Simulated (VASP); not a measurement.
# Ni (I4/mmm) in VASP: a series of runs

Runs on Ni. Level: PBEsol. Tasks: single point.

All numbers are computed with VASP 6.6.1; they aren't measurements. Logs are shortened: lines on timing, memory, paths and dates and some standing lists are left out, and cuts for length are marked.

## (1) The cell of the first run

Symmetry: I4/mmm, No. 139, tetragonal system. Conventional cell: a = 2.400 Å, b = 2.400 Å, c = 3.819 Å, α = 90.00°, β = 90.00°, γ = 90.00°. Within 3.2 Å of Ni (site symmetry 4/mmm) lie 12 Ni at 2.40 to 2.55 Å.

## (2) Single point, PBEsol, collinear spin, ferromagnetic start (strain -0.040 along x and y, +0.080 along z)

Contents of INCAR:

```
PREC = Accurate
ENCUT = 520
EDIFF = 1E-6
ISMEAR = 0
SIGMA = 0.15
LREAL = False
LASPH = True
NELM = 150
ALGO = Normal
ISIF = 2
LWAVE = False
LCHARG = False
ISPIN = 2
MAGMOM = 0.81
LORBIT = 11
LMAXMIX = 4
GGA = PS
NBANDS = 15
```

Contents of KPOINTS:

```
regular mesh
0
Gamma
  22 22 22
```

Contents of POSCAR:

```
Ni
1.0
    0.0000000000      1.6972320000      1.9093860000
    1.6972320000      0.0000000000      1.9093860000
    1.6972320000      1.6972320000      0.0000000000
Ni
1
Direct
    0.0000000000      0.0000000000      0.0000000000
```

Potentials or basis: VASP PAW PBE potentials, release 64 (Ni).

On the command line:

```bash
cat potpaw_PBE.64/Ni/POTCAR > POTCAR
mpirun -np 1 vasp_std > vasp.out
```

OUTCAR:

```text
PREC = Accurate
   ENCUT = 520
   EDIFF = 1E-6
   ISMEAR = 0
   LREAL = False
   LASPH = True
   NELM = 150
   ISIF = 2
   ISPIN = 2
   LORBIT = 11
   GGA = PS

 ion  position               nearest neighbor table
   1  0.000  0.000  0.000-

  LATTYP: Found a body centered tetragonal cell.
 ALAT       =     2.4002485129
 C/A-ratio  =     1.5909902577

  Lattice vectors:

 A1 = (  -1.6972320000,   0.0000000000,   1.9093860000)
 A2 = (   1.6972320000,   0.0000000000,   1.9093860000)
 A3 = (   0.0000000000,   1.6972320000,  -1.9093860000)

Analysis of symmetry for initial positions (statically):
=====================================================================
 Subroutine PRICEL returns:
 Original cell was already a primitive cell.

 Routine SETGRP: Setting up the symmetry group for a
 body centered tetragonal supercell.

 Subroutine GETGRP returns: Found 16 space group operations
 (whereof 16 operations were pure point group operations)
 out of a pool of 16 trial point group operations.

The static configuration has the point symmetry D_4h.

Analysis of symmetry for dynamics (positions and initial velocities):
=====================================================================
 Subroutine PRICEL returns:
 Original cell was already a primitive cell.

 Routine SETGRP: Setting up the symmetry group for a
 body centered tetragonal supercell.

 Subroutine GETGRP returns: Found 16 space group operations
 (whereof 16 operations were pure point group operations)
 out of a pool of 16 trial point group operations.

The dynamic configuration has the point symmetry D_4h.

Analysis of structural, dynamic, and magnetic symmetry:
=====================================================================
 Subroutine PRICEL returns:
 Original cell was already a primitive cell.

 Routine SETGRP: Setting up the symmetry group for a
 body centered tetragonal supercell.

 Subroutine GETGRP returns: Found 16 space group operations
 (whereof 16 operations were pure point group operations)
 out of a pool of 16 trial point group operations.

The overall configuration has the point symmetry D_4h.

 Subroutine INISYM returns: Found 16 space group operations
 (whereof 16 operations are pure point group operations),
 and found     1 'primitive' translations

----------------------------------------------------------------------------------------

                                     Primitive cell

[... 124 lines left out ...]
   NGX =  9   NGY =  9   NGZ =  9

 number of electron      10.0000005 magnetization       0.6155262

 Free energy of the ion-electron system (eV)
  ---------------------------------------------------
  ext. energy  EPLUGINS =         0.00000000
  ---------------------------------------------------
  free energy    TOTEN  =        -6.07965670 eV

  energy without entropy =       -6.05797343  energy(sigma->0) =       -6.06881507

 E-fermi :   9.0172     XC(G=0): -13.3668

 val. band max:        9.0165826523   @ k =  -0.3636   0.3182   0.1818
 cond. band min:       9.0172308690   @ k =  -0.2727   0.0909   0.3636
 fundamental gap:      0.0006482168
 Fermi energy:         9.0171780467

 spin component 1

 k-point     1 :       0.0000    0.0000    0.0000
  band No.  band energies     occupation
      1       0.0549      1.00000
      2       6.1758      1.00000
      3       6.9474      1.00000
      4       6.9474      1.00000
      5       7.3562      1.00000
      6       8.1555      1.00000
      7      32.9088      0.00000
      8      35.6142      0.00000
      9      36.8660      0.00000
     10      36.8660      0.00000
     11      39.2684      0.00000
     12      39.2684      0.00000
     13      39.9063      0.00000
     14      41.3019      0.00000
[... 403 lines left out ...]
      4       8.0125      1.00000
      5       8.3151      1.00000
      6       9.2661      0.00947
      7      14.8720      0.00000
      8      28.2415      0.00000
      9      33.7490      0.00000
     10      35.3829      0.00000
     11      35.4200      0.00000
     12      38.4824      0.00000
     13      43.2491      0.00000
     14      53.0403      0.00000
     15      53.5719      0.00000

 [... further k-points ...]

 spin component 2

 k-point     1 :       0.0000    0.0000    0.0000
  band No.  band energies     occupation
      1       0.0446      1.00000
      2       6.8764      1.00000
      3       7.6528      1.00000
      4       7.6528      1.00000
      5       7.9545      1.00000
      6       8.7711      0.98982
      7      32.7995      0.00000
      8      35.5409      0.00000
      9      36.9025      0.00000
     10      36.9025      0.00000
     11      39.3553      0.00000
     12      39.3553      0.00000
     13      40.0711      0.00000
     14      41.2373      0.00000
[... 403 lines left out ...]
      4       8.2997      1.00000
      5       9.0429      0.40416
      6       9.6979      0.00000
      7      15.2603      0.00000
      8      28.2642      0.00000
      9      33.7318      0.00000
     10      35.4638      0.00000
     11      35.5080      0.00000
     12      38.5378      0.00000
     13      43.3712      0.00000
     14      53.2453      0.00000
     15      53.6730      0.00000

 [... further k-points ...]

------------------------ aborting loop because EDIFF is reached ----------------------------------------

  FORCE on cell =-STRESS in cart. coord.  units (eV):
  Direction    XX          YY          ZZ          XY          YZ          ZX
  --------------------------------------------------------------------------------------
  -------------------------------------------------------------------------------------
  Total       -0.3260938     -0.3260938     -1.4633534      0.0000000      0.0000000      0.0000000
  in kB      -47.4948952    -47.4948952   -213.1344512      0.0000000      0.0000000      0.0000000
  external PRESSURE =    -102.7080805 kB  Pullay stress =       0.0000000 kB

 VOLUME and BASIS-vectors are now :
 -----------------------------------------------------------------------------
  energy-cutoff  :      520.00
  volume of cell :       11.00
      direct lattice vectors                 reciprocal lattice vectors
     0.000000000  1.697232000  1.909386000    -0.294597321  0.294597321  0.261864285
     1.697232000  0.000000000  1.909386000     0.294597321 -0.294597321  0.261864285
     1.697232000  1.697232000  0.000000000     0.294597321  0.294597321 -0.261864285

 POSITION                                       TOTAL-FORCE (eV/Angst)
 -----------------------------------------------------------------------------------
      0.00000      0.00000      0.00000        -0.000000      0.000000     -0.000000
 -----------------------------------------------------------------------------------
    total drift:                               -0.000000     -0.000000     -0.000000

  FREE ENERGIE OF THE ION-ELECTRON SYSTEM (eV)
  ---------------------------------------------------
  free  energy   TOTEN  =        -6.0796567032 eV

  energy  without entropy=       -6.0579734331  energy(sigma->0) =       -6.06881507

 total charge

# of ion       s       p       d       tot
------------------------------------------
    1        0.496   0.491   8.312   9.299

 magnetization (x)

# of ion       s       p       d       tot
------------------------------------------
    1       -0.006  -0.022   0.653   0.626
```

stdout:

```text
POSCAR found type information on POSCAR Ni
 POSCAR found :  1 types and       1 ions
 scaLAPACK will be used
 -----------------------------------------------------------------------------
|                                                                             |
|                                                                             |
|     You enforced a specific xc type in the INCAR file but a different       |
|     I HOPE YOU KNOW WHAT YOU ARE DOING!                                     |
|                                                                             |
 -----------------------------------------------------------------------------

 LDA part: xc-table for (Slater+PW92), standard interpolation
 POSCAR, INCAR and KPOINTS ok, starting setup
 FFT: planning ... GRIDC
 FFT: planning ... GRID_SOFT
 FFT: planning ... GRID
 WAVECAR not read
 entering main loop
```

Wall time 3.2 min (1 thread of AMD EPYC 9R45 (Zen 5), shared host); peak memory 0.27 GiB.

What came out:

- Free energy: -6.0797 eV
- Pressure: -10.3 GPa
- Net moment: 0.62 μB per cell
- Site moments: Ni +0.63 μB
- Valence electrons inside the program's atomic spheres: Ni 9.30

Caveat: the cell differs from its parent crystal (strain -0.040 along x and y, +0.080 along z); the stress differs along the axes, from -21 to -5 GPa; the PAW data sets were made with another functional, which shifts forces and pressure a little.

## (3) Single point, PBEsol, collinear spin, ferromagnetic start (strain +0.040 along x and y, -0.080 along z)

Contents of INCAR:

```
SYSTEM = Ni
  PREC = Accurate
  ENCUT = 520
  EDIFF = 1E-6
  ISMEAR = 0
  SIGMA = 0.15
  LREAL = .FALSE.
  LASPH = .TRUE.
  NELM = 150
  ALGO = Normal
  ISIF = 2
  LWAVE = .FALSE.
  LCHARG = .FALSE.
  ISPIN = 2
  MAGMOM = 0.81
  LORBIT = 11
  LMAXMIX = 4
  GGA = PS
  NBANDS = 15
```

Contents of KPOINTS:

```
Automatic mesh
0
G
  22 22 22
  0 0 0
```

Contents of POSCAR:

```
Ni
1.0
    0.0000000000      1.8386680000      1.6265140000
    1.8386680000      0.0000000000      1.6265140000
    1.8386680000      1.8386680000      0.0000000000
Ni
1
Direct
    0.0000000000      0.0000000000      0.0000000000
```

Potentials or basis: VASP PAW PBE potentials, release 64 (Ni).

On the command line:

```bash
cat potpaw_PBE.64/Ni/POTCAR > POTCAR
mpirun -np 1 vasp_std > vasp.out
```

It took 2.9 min on 1 thread of AMD EPYC 9R45 (Zen 5), shared host; peak memory 0.26 GiB.

The run converged. Its results:

```
Free energy                                           : -6.0925 eV
Pressure                                              : -10.7 GPa
Net moment                                            : 0.62 μB per cell
Site moments                                          : Ni +0.63 μB
Valence electrons inside the program's atomic spheres : Ni 9.30
```

Stress tensor (GPa, compression positive):
```
-13.62   0.00   0.00
  0.00 -13.62   0.00
  0.00   0.00  -4.86
```

Levels at points of the mesh, in eV from the Fermi level:
Spin up:
```
           k point  band 1  band 2  band 3  band 4  band 5  band 6  band 7  band 8  band 9  band 10
(0.00, 0.00, 0.00)   -8.96   -2.53   -2.53   -1.87   -1.63   -0.90   23.94   27.05   27.05    28.44
(0.50, 0.00, 0.00)   -4.75   -2.74   -1.91   -0.70   -0.40   -0.24    5.68   21.09   22.52    25.74
(0.50, 0.50, 0.00)   -4.45   -4.17   -0.53   -0.40   -0.40    4.52   11.42   12.75   12.75    17.97
(0.50, 0.00, 0.50)   -4.61   -3.98   -0.64   -0.55   -0.25    1.52    8.06   15.84   15.99    20.61
```
Spin down:
```csv
k point,band 3,band 4,band 5,band 6,band 7,band 8
"(0.00, 0.00, 0.00)",-1.81,-1.18,-1.00,-0.31,23.83,27.01
"(0.50, 0.00, 0.00)",-1.31,-0.27,0.00,0.36,6.09,21.01
"(0.50, 0.50, 0.00)",0.14,0.43,0.43,4.52,11.63,12.78
"(0.50, 0.00, 0.50)",0.06,0.12,0.58,1.51,8.35,15.84
```

Caveat: the cell differs from its parent crystal (strain +0.040 along x and y, -0.080 along z); the stress differs along the axes, from -14 to -5 GPa; the PAW data sets were made with another functional, which shifts forces and pressure a little.
